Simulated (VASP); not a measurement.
# Ag in VASP: notebook

Runs on Ag. Level: PBE. Tasks: single point.

Everything below comes from runs of VASP 6.6.1. Logs are shortened: lines on timing, memory, paths and dates and some standing lists are left out, and cuts for length are marked.

**1. The cell of the first run**

The cell holds a slab with vacuum, 4 atoms: a = 2.933 Å, b = 2.933 Å, c = 22.222 Å, α = 90.00°, β = 90.00°, γ = 90.00°.

**2. Single point, PBE**

INCAR

```
SYSTEM = Ag
PREC = Accurate
ENCUT = 520
EDIFF = 1E-6
ISMEAR = -1
SIGMA = 0.1
LREAL = .FALSE.
LASPH = .TRUE.
NELM = 60
ALGO = Normal
ISIF = 2
LWAVE = .FALSE.
LCHARG = .FALSE.
LDIPOL = .TRUE.
IDIPOL = 3
DIPOL = 0.5 0.5 0.500
GGA = PE
NBANDS = 30
```

KPOINTS

```
regular mesh
0
G
  12 12 1
  0 0 0
```

POSCAR

```
Ag
1.0
    2.9330648186      0.0000000000      0.0000000000
    0.0000000000      2.9330648186      0.0000000000
    0.0000000000      0.0000000000     22.2220000000
Ag
4
Direct
    0.2500000000      0.2500000000      0.3600042735
    0.7500000000      0.7500000000      0.4533347575
    0.2500000000      0.2500000000      0.5466652420
    0.7500000000      0.7500000000      0.6399957265
```

Potentials or basis: VASP PAW PBE potentials, release 64 (Ag).

On the command line:

```console
> cat potpaw_PBE.64/Ag/POTCAR > POTCAR
> mpirun -np 1 vasp_std > vasp.out
```

OUTCAR:

```text
SYSTEM = Ag
   PREC = Accurate
   ENCUT = 520
   EDIFF = 1E-6
   ISMEAR = -1
   LREAL = .FALSE.
   LASPH = .TRUE.
   NELM = 60
   ISIF = 2
   GGA = PE

 ion  position               nearest neighbor table
   1  0.250  0.250  0.360-   2 2.93   2 2.93   2 2.93   2 2.93
   2  0.750  0.750  0.453-   1 2.93   1 2.93   1 2.93   1 2.93   3 2.93   3 2.93   3 2.93   3 2.93

   3  0.250  0.250  0.547-   4 2.93   4 2.93   4 2.93   4 2.93   2 2.93   2 2.93   2 2.93   2 2.93

   4  0.750  0.750  0.640-   3 2.93   3 2.93   3 2.93   3 2.93

  LATTYP: Found a simple tetragonal cell.
 ALAT       =     2.9330648186
 C/A-ratio  =     7.5763753529

  Lattice vectors:

 A1 = (   2.9330648186,   0.0000000000,   0.0000000000)
 A2 = (   0.0000000000,   2.9330648186,   0.0000000000)
 A3 = (   0.0000000000,   0.0000000000,  22.2220000000)

Analysis of symmetry for initial positions (statically):
=====================================================================
 Subroutine PRICEL returns:
 Original cell was already a primitive cell.

 Routine SETGRP: Setting up the symmetry group for a
 simple tetragonal supercell.

 Subroutine GETGRP returns: Found 16 space group operations
 (whereof  4 operations were pure point group operations)
 out of a pool of 16 trial point group operations.

The static configuration has the point symmetry C_2h.
 The point group associated with its full space group is D_4h.

Analysis of symmetry for dynamics (positions and initial velocities):
=====================================================================
 Subroutine PRICEL returns:
 Original cell was already a primitive cell.

 Routine SETGRP: Setting up the symmetry group for a
 simple tetragonal supercell.

 Subroutine GETGRP returns: Found 16 space group operations
 (whereof  4 operations were pure point group operations)
 out of a pool of 16 trial point group operations.

The dynamic configuration has the point symmetry C_2h.
 The point group associated with its full space group is D_4h.

 Subroutine INISYM returns: Found 16 space group operations
 (whereof  4 operations are pure point group operations),
 and found     1 'primitive' translations

----------------------------------------------------------------------------------------

                                     Primitive cell

  volume of cell :     191.1730

  direct lattice vectors                    reciprocal lattice vectors
[... 97 lines left out ...]
   ISIF   =      2    stress and relaxation
   ISYM   =      2    0-nonsym 1-usesym 2-fastsym
   POTIM  = 0.5000    time-step for ionic-motion
   TEBEG  =    0.0;   TEEND  =   0.0 temperature during run
   PSTRESS=    0.0 pullay stress
   NELECT =      44.0000    total number of electrons
   NUPDOWN=      -1.0000    fix difference up-down
   EMIN   =  10.00;   EMAX   =-10.00  energy-range for DOS
   EFERMI =   0.00;   METHOD = LEGACY
   ISMEAR =    -1;   SIGMA  =   0.10  broadening in eV -4-tet -1-fermi 0-gaus
   EFERMI_NEDOS =   21; number of points for ismear=-14 and -15
   IALGO  =     38    algorithm
   IMIX   =      4    mixing-type and parameters
     AMIX     =   0.40;   BMIX     =  1.00
     AMIX_MAG =   1.60;   BMIX_MAG =  1.00
  volume/ion in A,a.u.               =      47.79       322.52
  Fermi-wavevector in a.u.,A,eV,Ry     =   1.003268  1.895901 13.694895  1.006546
  Thomas-Fermi vector in A             =   2.135809
   LORBIT       =      0    0 simple, 1 ext, 2 COOP (PROOUT), +10 PAW based schemes
   GGA     = PE    functional components
   LHFCALC =     F    Hartree Fock is set to
   AEXX    =    0.0000 exact exchange contribution
   IVDW    =     0    specifies the selected vdW correction
   LEPSILON=     F    determine dielectric tensor
   LRPA    =     F    only Hartree local field effects (RPA)
 non-spin polarized calculation
  energy-cutoff  :      520.00
  volume of cell :      191.17
 maximum number of plane-waves:      5195
 NGX is ok and might be reduce to    24
   NGX = 11   NGY = 11   NGZ = 83

 dipolmoment           0.000000      0.000000     -0.000000 electrons x Angstroem

 number of electron      44.0000012 magnetization

 dipolmoment           0.000000      0.000000      0.000000 electrons x Angstroem

 Free energy of the ion-electron system (eV)
  ---------------------------------------------------
  ext. energy  EPLUGINS =         0.00000000
  ---------------------------------------------------
  free energy    TOTEN  =       -10.00236402 eV

  energy without entropy =       -9.96401952  energy(sigma->0) =       -9.98319177

 E-fermi :   0.3234     XC(G=0):  -5.2394

 val. band max:        0.1611123236   @ k =   0.0000   0.0000   0.0000
 cond. band min:       0.3529262317   @ k =   0.0833   0.0000   0.0000
 fundamental gap:      0.1918139082
 Fermi energy:         0.3234317668

 k-point     1 :       0.0000    0.0000    0.0000
  band No.  band energies     occupation
      1      -6.6422      2.00000
      2      -5.6932      2.00000
      3      -5.5651      2.00000
      4      -5.3780      2.00000
      5      -5.1405      2.00000
      6      -5.1398      2.00000
[... 781 lines left out ...]
     29       7.9255      0.00000
     30       8.5552      0.00000

 [... further k-points ...]

------------------------ aborting loop because EDIFF is reached ----------------------------------------

 vacuum level on the upper side and lower side of the slab       (xc-potential included)        -0.141        -0.141

  FORCE on cell =-STRESS in cart. coord.  units (eV):
  Direction    XX          YY          ZZ          XY          YZ          ZX
  --------------------------------------------------------------------------------------
  -------------------------------------------------------------------------------------
  Total       -1.2684735     -1.2684735     -0.5838631      0.0000000     -0.0000000     -0.0000000
  in kB      -10.6307892    -10.6307892     -4.8932248      0.0000000     -0.0000000     -0.0000000
  external PRESSURE =      -8.7182677 kB  Pullay stress =       0.0000000 kB

 VOLUME and BASIS-vectors are now :
 -----------------------------------------------------------------------------
  energy-cutoff  :      520.00
  volume of cell :      191.17
      direct lattice vectors                 reciprocal lattice vectors
     2.933064819  0.000000000  0.000000000     0.340940300  0.000000000  0.000000000
     0.000000000  2.933064819  0.000000000     0.000000000  0.340940300  0.000000000
     0.000000000  0.000000000 22.222000000     0.000000000  0.000000000  0.045000450

 POSITION                                       TOTAL-FORCE (eV/Angst)
 -----------------------------------------------------------------------------------
      0.73327      0.73327      8.00001         0.000000     -0.000000      0.118359
      2.19980      2.19980     10.07400        -0.000000      0.000000     -0.089609
      0.73327      0.73327     12.14800         0.000000      0.000000      0.089609
      2.19980      2.19980     14.22199        -0.000000      0.000000     -0.118359
 -----------------------------------------------------------------------------------
    total drift:                                0.000000     -0.000000      0.000010

  FREE ENERGIE OF THE ION-ELECTRON SYSTEM (eV)
  ---------------------------------------------------
  free  energy   TOTEN  =       -10.0023640214 eV

  energy  without entropy=       -9.9640195202  energy(sigma->0) =       -9.98319177

 vacuum level on the upper side and lower side of the slab         4.444         4.444
```

stdout:

```text
POSCAR found type information on POSCAR Ag
 POSCAR found :  1 types and       4 ions
 scaLAPACK will be used
 LDA part: xc-table for (Slater+PW92), standard interpolation
 POSCAR, INCAR and KPOINTS ok, starting setup
 FFT: planning ... GRIDC
 FFT: planning ... GRID_SOFT
 FFT: planning ... GRID
 WAVECAR not read
 entering main loop
```

It took 5.1 min on 1 thread of Intel Xeon 8259CL, shared host; peak memory 0.36 GiB.

What came out:

* Free energy: -10.0024 eV
* Largest force: 0.118 eV/Å
* Band gap on the k mesh: zero (bands 22 and 23 overlap by 4.98 eV)

Forces in eV/Å, atoms in the order of the input:
```
Ag   0.000  0.000  0.118
Ag   0.000  0.000 -0.090
Ag   0.000  0.000  0.090
Ag   0.000  0.000 -0.118
```

**3. Single point, PBE**

INCAR

```
  PREC = Accurate
  ENCUT = 520
  EDIFF = 1E-7
  ISMEAR = -1
  SIGMA = 0.1
  LREAL = False
  LASPH = True
  NELM = 80
  ALGO = Normal
  ISIF = 2
  LWAVE = False
  LCHARG = False
  LDIPOL = True
  IDIPOL = 3
  DIPOL = 0.5 0.5 0.500
  GGA = PE
  NBANDS = 30
```

KPOINTS

```
regular mesh
0
Gamma
  12 12 1
```

POSCAR

```
Ag
1.0
    2.9330648186      0.0000000000      0.0000000000
    0.0000000000      2.9330648186      0.0000000000
    0.0000000000      0.0000000000     22.2220000000
Ag
4
Direct
    0.2500000000      0.2500000000      0.3620074681
    0.7500000000      0.7500000000      0.4533605956
    0.2500000000      0.2500000000      0.5466394065
    0.7500000000      0.7500000000      0.6379925293
```

Potentials or basis: VASP PAW PBE potentials, release 64 (Ag).

On the command line:

```console
> cat potpaw_PBE.64/Ag/POTCAR > POTCAR
> mpirun -np 1 vasp_std > vasp.out
```

OUTCAR:

```text
PREC = Accurate
   ENCUT = 520
   EDIFF = 1E-7
   ISMEAR = -1
   LREAL = False
   LASPH = True
   NELM = 80
   ISIF = 2
   GGA = PE

 ion  position               nearest neighbor table
   1  0.250  0.250  0.362-   2 2.90   2 2.90   2 2.90   2 2.90
   2  0.750  0.750  0.453-   1 2.90   1 2.90   1 2.90   1 2.90   3 2.93   3 2.93   3 2.93   3 2.93

   3  0.250  0.250  0.547-   4 2.90   4 2.90   4 2.90   4 2.90   2 2.93   2 2.93   2 2.93   2 2.93

   4  0.750  0.750  0.638-   3 2.90   3 2.90   3 2.90   3 2.90

  LATTYP: Found a simple tetragonal cell.
 ALAT       =     2.9330648186
 C/A-ratio  =     7.5763753529

  Lattice vectors:

 A1 = (   2.9330648186,   0.0000000000,   0.0000000000)
[... 995 lines left out ...]
  -------------------------------------------------------------------------------------
  Total       -0.8652897     -0.8652897     -0.0774282      0.0000000      0.0000000      0.0000000
  in kB       -7.2517973     -7.2517973     -0.6489082      0.0000000      0.0000000      0.0000000
  external PRESSURE =      -5.0508342 kB  Pullay stress =       0.0000000 kB

 VOLUME and BASIS-vectors are now :
 -----------------------------------------------------------------------------
  energy-cutoff  :      520.00
  volume of cell :      191.17
      direct lattice vectors                 reciprocal lattice vectors
     2.933064819  0.000000000  0.000000000     0.340940300  0.000000000  0.000000000
     0.000000000  2.933064819  0.000000000     0.000000000  0.340940300  0.000000000
     0.000000000  0.000000000 22.222000000     0.000000000  0.000000000  0.045000450

 POSITION                                       TOTAL-FORCE (eV/Angst)
 -----------------------------------------------------------------------------------
      0.73327      0.73327      8.04453         0.000000      0.000000      0.004399
      2.19980      2.19980     10.07458         0.000000      0.000000      0.008832
      0.73327      0.73327     12.14742        -0.000000     -0.000000     -0.008832
      2.19980      2.19980     14.17747         0.000000     -0.000000     -0.004399
 -----------------------------------------------------------------------------------
    total drift:                                0.000000      0.000000      0.000007

  FREE ENERGIE OF THE ION-ELECTRON SYSTEM (eV)
  ---------------------------------------------------
  free  energy   TOTEN  =       -10.0079418079 eV

  energy  without entropy=       -9.9700013174  energy(sigma->0) =       -9.98897156

 vacuum level on the upper side and lower side of the slab         4.451         4.451
```

Run time: 4.3 min. Hardware: 1 thread of Intel Xeon 8259CL, shared host; peak memory 0.36 GiB.

Results:

```
Free energy            : -10.0079 eV
Largest force          : 0.009 eV/Å
Band gap on the k mesh : zero (bands 22 and 23 overlap by 4.93 eV)
```

Forces in eV/Å, atoms in the order of the input:
```
Ag   0.000  0.000  0.004
Ag   0.000  0.000  0.009
Ag   0.000  0.000 -0.009
Ag   0.000  0.000 -0.004
```

The gap in the log of VASP goes by the Fermi energy; the results here count the filled bands.